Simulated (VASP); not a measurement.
SiNi3:

```
CELL_PARAMETERS angstrom
3.46969 0.00000 0.00000
0.00000 3.46969 0.00000
0.00000 0.00000 3.46969
ATOMIC_POSITIONS crystal
Ni 0.50000 0.50000 0.00000
Ni 0.50000 0.00000 0.50000
Ni 0.00000 0.50000 0.50000
Si 0.00000 0.00000 0.00000
```

This cell differs from its parent crystal: volume scaled by 0.94.

Base run:

* Program: VASP 6.6.1
* Functional: PBE
* Potentials or basis: VASP PAW PBE potentials, release 64 (Ni, Si)
* Cutoff: 520 eV
* k mesh: 8 × 8 × 8
* Occupations: fermi-dirac, width 0.05 eV
* Spin: collinear spin, ferromagnetic start
* Starting moments: [1.0, 1.0, 1.0, 0.0] μB

Its results: band gap on the k mesh zero (filled and empty bands overlap); pressure 7.2 GPa; net moment 0.00 μB per cell.

Problem. The run is repeated on the same cell with these changes: functional from PBE to r2SCAN. What comes out?

Solution. Band gap on the k mesh zero (filled and empty bands overlap); pressure -0.7 GPa; net moment 0.00 μB per cell.

Caveats: the PAW data sets were made with another functional, which shifts forces and pressure a little (some runs).
